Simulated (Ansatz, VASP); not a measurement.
## Two plane-wave programs on Mn

```
Mn
1.0
     2.14402   -1.24183   -0.03266
     2.14402    1.24183   -0.03266
    -1.28210    0.00000    8.06884
Mn
4
Direct
  0.87262 0.87262 0.12562
  0.12738 0.12738 0.87438
  0.70853 0.70853 0.62514
  0.29147 0.29147 0.37486
```

Alike in both runs: functional PBE; k mesh 6 × 6 × 4; occupations gaussian, width 0.1 eV; no spin polarisation.

Ansatz relaxed the structure, and its values are those at the end. VASP's run is a single point on that final structure, the one shown.

|  | VASP | Ansatz |
| --- | --- | --- |
| version | VASP 6.6.1 | Ansatz 0.2.0 |
| potentials or method | VASP PAW PBE potentials, release 64 (Mn_pv), cutoff 520 eV | scalar-relativistic, plane waves, PAW |
| valence electrons in the cell | 52 | 60 |

```csv
,VASP,Ansatz,Ansatz less VASP
gap on the k mesh at the Fermi level (eV),none,none,-
pressure (GPa),0.0,0.0,+0.02
rms of the force components (eV/Å),0.005,0.005,-0.0007
```

A gap of «none» marks a metal or a gap that the smearing closes. VASP's potentials hold 52 valence electrons a cell and Ansatz's 60, so a difference there can come from the potentials and not from the codes.

The k mesh is coarse, so the values compare programs but aren't converged.
